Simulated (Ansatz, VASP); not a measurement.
# Two plane-wave programs on CaO

```
Ca O
1.0
     0.00000    2.35395    2.35395
     2.35395    0.00000    2.35395
     2.35395    2.35395    0.00000
Ca O
1 1
Direct
  0.00000 0.00000 0.00000
  0.50000 0.50000 0.50000
```

Alike in both runs: functional LDA; k mesh 18 × 18 × 18; occupations fermi-dirac, width 0.1 eV; no spin polarisation.

Ansatz relaxed the structure, and its values are those at the end. VASP's run is a single point on that final structure, the one shown.

|  | VASP | Ansatz |
| --- | --- | --- |
| version | VASP 6.6.1 | Ansatz 0.2.0 |
| potentials or method | VASP PAW LDA potentials, release 64 (Ca_sv, O) | PAW with Ansatz's default frozen-core files, scalar-relativistic |
| plane-wave cutoff (eV) | 520 | 420 |
| valence electrons in the cell | 16 | 16 |

Ansatz gave:

```
pressure (GPa) : 0.0
```

Q: What did VASP give for the same quantities?

A: Pressure (GPa): 1.0.

LDA's correlation is that of Perdew and Zunger in VASP and of Perdew and Wang (1992) in Ansatz.
